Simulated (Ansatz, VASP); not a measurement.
**BP: VASP beside Ansatz**

Contents of INCAR:

```
ALGO = Normal
EDIFF = 1E-6
ENCUT = 520
GGA = PS
ISIF = 2
ISMEAR = 0
LASPH = T
LCHARG = F
LREAL = F
LWAVE = F
NBANDS = 11
NELM = 100
PREC = Accurate
SIGMA = 0.05
```

File KPOINTS:

```
k-points
0
Gamma
  12 12 12
```

The input POSCAR:

```
BP
1.0
    0.0000000000      2.2600546357      2.2600546357
    2.2600546357      0.0000000000      2.2600546357
    2.2600546357      2.2600546357      0.0000000000
B P
1 1
Direct
    0.0000000000      0.0000000000      0.0000000000
    0.7500000000      0.7500000000      0.7500000000
```

Input for Ansatz:

```yaml
crystal:
  lattice:
    - [0.0, 2.2600546357, 2.2600546357]
    - [2.2600546357, 0.0, 2.2600546357]
    - [2.2600546357, 2.2600546357, 0.0]
  atoms:
    - { symbol: B, position: [0.0, 0.0, 0.0] }
    - { symbol: P, position: [0.75, 0.75, 0.75] }
basis:
  ecutwfc: 420
  ecutrho_ratio: 4
kpoints:
  mp_grid: { grid: [12, 12, 12] }
hamiltonian:
  xc: pbesol
scf:
  occupations: { method: gaussian, width: 0.05 }
output:
  forces: true
  stress: true
  eigenvalues: true
```

Alike in both runs: task single point; functional PBEsol; k mesh 12 × 12 × 12; occupations gaussian, width 0.05 eV; no spin polarisation.

|  | VASP | Ansatz |
| --- | --- | --- |
| version | VASP 6.6.1 | Ansatz 0.2.0 |
| potentials or method | VASP PAW PBE potentials, release 64 (B, P), cutoff 520 eV | scalar-relativistic, plane waves, PAW |
| valence electrons in the cell | 8 | 8 |

Ansatz gave:

```
gap on the k mesh at the Fermi level (eV) : 1.11
least direct gap on the mesh (eV)         : 3.38
pressure (GPa)                            : 0.0
```

Task: Estimate VASP's values.

Result: gap on the k mesh at the Fermi level (eV): 1.11; least direct gap on the mesh (eV): 3.37; pressure (GPa): 0.1.

VASP's potentials were made for PBE, not for PBEsol.
